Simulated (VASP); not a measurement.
Crystal: Ta3N.

```
Ta N
1.0
     2.97032    0.00000    0.00000
    -1.48516    2.57238    0.00000
     0.00000    0.00000    7.37054
Ta N
3 1
Direct
  0.66667 0.33333 0.82607
  0.33333 0.66667 0.17393
  0.00000 0.00000 0.50000
  0.00000 0.00000 0.00000
```

Base run:

* Program: VASP 6.6.1
* Functional: LDA
* Potentials or basis: VASP PAW LDA potentials, release 64 (Ta_pv, N)
* Cutoff: 520 eV
* k mesh: 10 × 10 × 4
* Occupations: fermi-dirac, width 0.05 eV
* Spin: no spin polarisation

Its results: band gap on the k mesh zero (band 19 reaches 7.64 eV, above the bottom of band 20 at 6.82 eV); pressure 3.7 GPa; largest force 0.048 eV/Å.

The run is repeated on the same cell with these changes: functional from LDA to PBE; potentials or basis from VASP PAW LDA potentials, release 64 (Ta_pv, N) to VASP PAW PBE potentials, release 64 (Ta_pv, N). What comes out?

Band gap on the k mesh zero (band 19 reaches 7.71 eV, above the bottom of band 20 at 6.95 eV); pressure 16.9 GPa; largest force 0.347 eV/Å.

Caveats: spin-orbit coupling is left out, which moves the levels of the heavy elements.
